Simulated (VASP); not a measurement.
A run of VASP 6.6.1 is set up as follows.

INCAR

```
SYSTEM = TaN
ALGO = Normal
EDIFF = 1E-7
EDIFFG = -0.005
ENCUT = 600
GGA = PE
GGA_COMPAT = .False.
IBRION = 2
ISIF = 3
ISMEAR = -1
LASPH = .True.
LCHARG = .False.
LREAL = .False.
LWAVE = .False.
NELM = 120
NELMIN = 4
NSW = 60
PREC = Accurate
PSTRESS = 690.0
SIGMA = 0.08
```

File KPOINTS:

```
k-points
0
Gamma
  15 15 15
  0 0 0
```

The input POSCAR:

```
TaN
1.0
    2.5995069619      0.0000000000      0.0000000000
    0.0000000000      2.5995069619      0.0000000000
    0.0000000000      0.0000000000      2.5995069619
Ta N
1 1
Direct
    0.0000000000      0.0000000000      0.0000000000
    0.5000000000      0.5000000000      0.5000000000
```

Potentials or basis: VASP PAW PBE potentials, release 64 (Ta_pv, N).

Launch:

```console
$ cat potpaw_PBE.64/Ta_pv/POTCAR potpaw_PBE.64/N/POTCAR > POTCAR
$ mpirun -np 1 vasp_std > vasp.out
```

(1) Estimate the space group after relaxing (to 0.1 Å).

(2) What does it give for the relaxed cell?

Results:

(1) Pm-3m (No. 221).

(2) a = 2.613 Å, b = 2.613 Å, c = 2.613 Å, α = 90.00°, β = 90.00°, γ = 90.00°.
